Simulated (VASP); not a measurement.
Write the native input for VASP 6.6.1 that does the following.

- Task: single point
- Functional: BLYP
- Potentials or basis: VASP PAW PBE potentials, release 64 (Ni)
- Cutoff: 520 eV
- k mesh: 16 × 16 × 5
- Occupations: fermi-dirac, width 0.05 eV
- Spin: collinear spin, ferromagnetic start
- Starting moments: [0.667, 0.667, 0.676, 0.676] μB
- Dipole correction: no
- Further INCAR settings: ALGO = Normal; EDIFF = 1e-06; NBANDS = 32

The structure of Ni lies in POSCAR:

```
Ni
1.0
    2.5280918155      0.0000000000      0.0000000000
   -1.2640459078      2.1893917353      0.0000000000
    0.0000000000      0.0000000000      8.2839617877
Ni
4
Direct
    0.0000000000      0.0000000000      1.0000000000
    0.0000000000      0.0000000000      0.5000000000
    0.3333333333      0.6666666667      0.2500000000
    0.6666666667      0.3333333333      0.7500000000
```

This isn't the form of Ni at room conditions, which is fcc.

These files were run (other wordings do the same):

INCAR

```
  PREC = Accurate
  ENCUT = 520
  EDIFF = 1E-6
  ISMEAR = -1
  SIGMA = 0.05
  LREAL = False
  LASPH = True
  NELM = 150
  ALGO = Normal
  ISIF = 2
  LWAVE = False
  LCHARG = True
  ISPIN = 2
  MAGMOM = 0.667 0.667 0.676 0.676
  LORBIT = 11
  LMAXMIX = 4
  GGA = B5
  ALDAX = 1.0
  AGGAX = 1.0
  AGGAC = 1.0
  ALDAC = 0.0
  LELF = True
  LVHAR = True
  NBANDS = 32
```

KPOINTS

```
Automatic mesh
0
Gamma
  16 16 5
```

Potentials or basis: VASP PAW PBE potentials, release 64 (Ni).

Command:

```console
$ cat potpaw_PBE.64/Ni/POTCAR > POTCAR
$ mpirun -np 1 vasp_std > vasp.out
```

Results of the run:

```
Pressure                                              : 0.0 GPa
Net moment                                            : 2.39 μB per cell
Site moments                                          : Ni +0.60, +0.62 (each value once) μB
Valence electrons inside the program's atomic spheres : Ni 9.27
```

Caveat: the PAW data sets were made with another functional, which shifts forces and pressure a little.

Wall time 2.2 min on 1 thread of Intel(R) Xeon(R) 6975P-C (Granite Rapids), on a shared host, peak memory 0.29 GiB.
